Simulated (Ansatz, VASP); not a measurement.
Two plane-wave programs on OsI

```
CELL_PARAMETERS angstrom
1.69924 0.98106 5.41240
-1.69924 0.98106 5.41240
0.00000 -1.96212 5.41240
ATOMIC_POSITIONS crystal
Os 0.00000 0.00000 0.00000
I 0.50000 0.50000 0.50000
```

Alike in both runs: task relaxation of cell and atoms; functional PBE; k mesh 6 × 6 × 6; occupations gaussian, width 0.1 eV; collinear spin.

```csv
,VASP,Ansatz
version,VASP 6.6.1,Ansatz 0.2.0
potentials or method,"VASP PAW PBE potentials, release 64 (Os, I), cutoff 600 eV","scalar-relativistic, plane waves, PAW"
valence electrons in the cell,15,33
```

```csv
,VASP,Ansatz,Ansatz less VASP
"gap on the k mesh at the Fermi level, each at its own relaxed structure (eV)",none,none,-
net moment per atom (μB),0.00,0.00,0.000
relaxed volume (Å³/atom),19.82,19.80,-0.023
relaxed length of the cell vector where the two differ most in proportion (Å),4.601,4.613,+0.0124
```

A gap of «none» marks a metal or a gap that the smearing closes. VASP's potentials hold 15 valence electrons a cell and Ansatz's 33, so a difference there can come from the potentials and not from the codes. Ansatz's warnings: seeded moment not kept.

The k mesh is coarse, so the values compare programs but aren't converged. Neither program's run includes spin-orbit coupling. Noted on VASP's run: the volume moved by over 15 % at a fixed basis, so the end points are rough.
